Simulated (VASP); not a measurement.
Set up this calculation in VASP 6.6.1, as the native input.

* Task: relaxation of cell and atoms
* Functional: PBEsol
* Potentials or basis: VASP PAW PBE potentials, release 64 (Eu, S)
* Cutoff: 520 eV
* k mesh: 5 × 5 × 5
* Occupations: gaussian, width 0.03 eV
* Spin: collinear spin, ferromagnetic start
* Starting moments: [7.0, 0.0] μB
* Hubbard terms: Eu f U = 6 eV
* Tolerance level: screening
* Purpose: cell
* Passes: 2
* Further INCAR settings: ALGO = Normal; EDIFF = 1e-06

The system is EuS.

```
Eu S
1.0
     0.00000    3.00799    3.00799
     3.00799    0.00000    3.00799
     3.00799    3.00799    0.00000
Eu S
1 1
Cartesian
  0.0000 0.0000 0.0000
  3.0080 3.0080 3.0080
```

The input as run:

POSCAR

```
EuS
1.0
    0.0000000000      3.0079920170      3.0079920170
    3.0079920170      0.0000000000      3.0079920170
    3.0079920170      3.0079920170      0.0000000000
Eu S
1 1
Direct
    0.0000000000      0.0000000000      0.0000000000
    0.5000000000      0.5000000000      0.5000000000
```

INCAR.step1

```
GGA = PS
ISPIN = 2
MAGMOM = 7 0
LORBIT = 11
LDAU = True
LDAUTYPE = 2
LDAUL = 3 -1
LDAUU = 6 0
LDAUJ = 0 0
ISMEAR = 0
SIGMA = 0.03
LWAVE = False
LCHARG = False
NSW = 80
PREC = Accurate
LASPH = True
LREAL = False
ALGO = Normal
EDIFF = 1E-6
NELM = 200
GGA_COMPAT = False
IBRION = 2
ISIF = 3
EDIFFG = -0.005
NELMIN = 4
ENCUT = 520
EFERMI = MIDGAP
LMAXMIX = 6
KPAR = 4
POTIM = 0.5
```

INCAR.step3

```
GGA = PS
ISPIN = 2
MAGMOM = 7 0
LORBIT = 11
LDAU = True
LDAUTYPE = 2
LDAUL = 3 -1
LDAUU = 6 0
LDAUJ = 0 0
ISMEAR = 0
SIGMA = 0.03
LWAVE = False
LCHARG = False
PREC = Accurate
LASPH = True
LREAL = False
ALGO = Normal
EDIFF = 1E-6
NELM = 200
GGA_COMPAT = False
ISIF = 2
ENCUT = 520
EFERMI = MIDGAP
LMAXMIX = 6
KPAR = 4
```

KPOINTS

```
Automatic mesh
0
Gamma
  5 5 5
  0 0 0
```

Potentials or basis: VASP PAW PBE potentials, release 64 (Eu, S).

Command:

```bash
$ cat potpaw_PBE.64/Eu/POTCAR potpaw_PBE.64/S/POTCAR > POTCAR
$ cp INCAR.step1 INCAR
$ cp POSCAR.step1 POSCAR
$ mpirun -np 4 vasp_std > vasp.out
$ cp CONTCAR POSCAR
$ mpirun -np 4 vasp_std > vasp.out
$ cp CONTCAR POSCAR
$ cp INCAR.step3 INCAR
$ mpirun -np 4 vasp_std > vasp.out
```

It gave:

```
Relaxed volume                                        : 25.50 Å³/atom
Relaxed cell                                          : a = 4.163 Å, b = 4.163 Å, c = 4.163 Å, α = 60.00°, β = 60.00°, γ = 60.00°
Space group after relaxing (to 0.1 Å)                 : Fm-3m (No. 225)
Energy gained by relaxing                             : 16.8 meV/atom
Ionic steps                                           : 8
Pressure after relaxing                               : 0.0 GPa
Band gap on the k mesh                                : 0.24 eV (least direct gap 0.54 eV)
Net moment                                            : 7.00 μB per cell
Site moments                                          : Eu +6.72; S -0.07 μB
Valence electrons inside the program's atomic spheres : Eu 14.87; S 3.75
```

Caveat: the PAW data sets were made with another functional, which shifts forces and pressure a little; spin-orbit coupling is left out, which moves the levels of the heavy elements; an odd mesh through Γ misses points on the zone boundary, where band edges can lie; a cell with one magnetic atom can't hold antiferromagnetic order, which such compounds often take.

It took 4 min on 4 MPI ranks on Intel(R) Xeon(R) Platinum 8488C (Sapphire Rapids), on a shared host, peak memory 0.22 GiB a rank.
